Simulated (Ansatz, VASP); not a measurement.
**One calculation of Rb2PtAuC6N6, two programs**

```
Rb Pt C Au N
1.0
     0.00000    5.09450    5.09450
     5.09450    0.00000    5.09450
     5.09450    5.09450    0.00000
Rb Pt C Au N
2 1 6 1 6
Cartesian
  2.5473 2.5473 2.5473
  7.6418 7.6418 7.6418
  0.0000 0.0000 0.0000
  1.9170 5.0945 5.0945
  5.0945 1.9170 5.0945
  5.0945 5.0945 1.9170
  8.2720 5.0945 5.0945
  5.0945 8.2720 5.0945
  5.0945 5.0945 8.2720
  5.0945 5.0945 5.0945
  3.0870 5.0945 5.0945
  5.0945 3.0870 5.0945
  5.0945 5.0945 3.0870
  7.1020 5.0945 5.0945
  5.0945 7.1020 5.0945
  5.0945 5.0945 7.1020
```

Alike in both runs: task single point; functional PBE; k mesh 4 × 4 × 4; occupations gaussian, width 0.1 eV; collinear spin.

```csv
,VASP,Ansatz
version,VASP 6.6.1,Ansatz 0.2.0
potentials or method,"VASP PAW PBE potentials, release 64 (Rb_sv, Pt, C, Au, N), cutoff 520 eV","scalar-relativistic, plane waves, PAW"
valence electrons in the cell,93,109
```

Ansatz gave:

- gap on the k mesh at the Fermi level (eV): none
- pressure (GPa): 25.6
- rms of the force components (eV/Å): 1.264
- net moment per atom (μB): 0.00

Task: Which values does VASP return?

Result: gap on the k mesh at the Fermi level (eV): none; pressure (GPa): 26.0; rms of the force components (eV/Å): 1.086; net moment per atom (μB): 0.00.

Atom by atom the forces differ by 0.196 eV/Å (rms over components). A gap of «none» marks a metal or a gap that the smearing closes. The functional is the same, so the differences come from potentials, cutoffs and numerics. VASP's potentials hold 93 valence electrons a cell and Ansatz's 109, so a difference there can come from the potentials and not from the codes. Ansatz's warnings: seeded moment not kept.

Neither program's run includes spin-orbit coupling. Noted on VASP's run: the standard files for N, O and F lose accuracy on very short bonds.
